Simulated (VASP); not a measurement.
Wanted: the native input for a VASP 6.6.1 run.

| Item | Value |
| --- | --- |
| Task | single point |
| Functional | PBE |
| Potentials or basis | VASP PAW PBE potentials, release 64 (Hf_pv, N) |
| Cutoff | 520 eV |
| k mesh | 16 × 16 × 16 |
| Occupations | gaussian, width 0.15 eV |
| Spin | no spin polarisation |
| Dipole correction | no |
| Further INCAR settings | ALGO = Normal; EDIFF = 1e-06; NBANDS = 14 |

The structure of HfN lies in POSCAR:

```
HfN
1.0
    0.0000000000      2.2738140414      2.2738140414
    2.2738140414      0.0000000000      2.2738140414
    2.2738140414      2.2738140414      0.0000000000
Hf N
1 1
Direct
    0.0006695498     -0.0006695498      0.0006695498
    0.4914680798      0.5085319202      0.4914680798
```

This cell differs from its parent crystal: mode 5 frozen in at -0.039 Å, normal strain along y +0.0000.

One way to write it, as run:

INCAR

```
  ALGO = Normal
  EDIFF = 1E-6
  ENCUT = 520
  GGA = PE
  ISIF = 2
  ISMEAR = 0
  LASPH = T
  LCHARG = F
  LREAL = F
  LWAVE = F
  NBANDS = 14
  NELM = 80
  PREC = Accurate
  SIGMA = 0.15
```

KPOINTS

```
k-points
0
Gamma
  16 16 16
```

Potentials or basis: VASP PAW PBE potentials, release 64 (Hf_pv, N).

Launch:

```bash
$ cat potpaw_PBE.64/Hf_pv/POTCAR potpaw_PBE.64/N/POTCAR > POTCAR
$ mpirun -np 1 vasp_std > vasp.out
```

It gave:

```yaml
Pressure: -2.1 GPa
Largest_force: 0.458 eV/Å
```

Caveat: the cell differs from its parent crystal (mode 5 frozen in at -0.039 Å, normal strain along y +0.0000).

Wall time 37 s on 1 thread of Intel Xeon 6975P-C (shared host), peak memory 0.24 GiB.
